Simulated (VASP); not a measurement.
Wanted: the native input for a VASP 6.6.1 run.

| Item | Value |
| --- | --- |
| Task | single point |
| Functional | PBEsol |
| Potentials or basis | VASP PAW PBE potentials, release 64 (F_h) |
| Cutoff | 1350 eV |
| k mesh | 4 × 4 × 2 |
| Occupations | gaussian, width 0.05 eV |
| Spin | no spin polarisation |
| Dipole correction | no |
| Further INCAR settings | ALGO = Normal; EDIFF = 1e-06; NBANDS = 22 |

The structure of F lies in POSCAR:

```
F
1.0
    3.3722611164     -1.7887900693     -0.2600978693
    3.3722611164      1.7887900693     -0.2600978693
   -2.5803897193      0.0000000000      7.1821343397
F
4
Direct
    0.0848459664      0.0848459664      0.0940038325
    0.9151540336      0.9151540336      0.9059961675
    0.5015719855      0.5015719855      0.5937195244
    0.4984280145      0.4984280145      0.4062804756
```

These files were run (other wordings do the same):

INCAR

```
SYSTEM = F
  PREC = Accurate
  ENCUT = 1350
  EDIFF = 1E-6
  ISMEAR = 0
  SIGMA = 0.05
  LREAL = .FALSE.
  LASPH = .TRUE.
  NELM = 120
  ALGO = Normal
  ISIF = 2
  LWAVE = .FALSE.
  LCHARG = .FALSE.
  GGA = PS
  NBANDS = 22
  GGA_COMPAT = .FALSE.
```

KPOINTS

```
regular mesh
0
G
  4 4 2
  0 0 0
```

Potentials or basis: VASP PAW PBE potentials, release 64 (F_h).

Command:

```bash
$ cat potpaw_PBE.64/F_h/POTCAR > POTCAR
$ mpirun -np 1 vasp_std > vasp.out
```

Results of the run:

```json
{
 "Pressure": "-1.9 GPa",
 "Largest force": "0.754 eV/Å",
 "Band gap on the k mesh": "2.92 eV (least direct gap 2.99 eV)"
}
```

Caveat: the k points lie up to 0.51 Å⁻¹ apart; this functional lacks dispersion, which holds the molecules together, so the pressure and a relaxed volume are unreliable; the PAW data sets were made with another functional, which shifts forces and pressure a little.

It took 71 s on 1 thread of Intel(R) Xeon(R) 6975P-C (Granite Rapids) (shared host), peak memory 0.46 GiB.
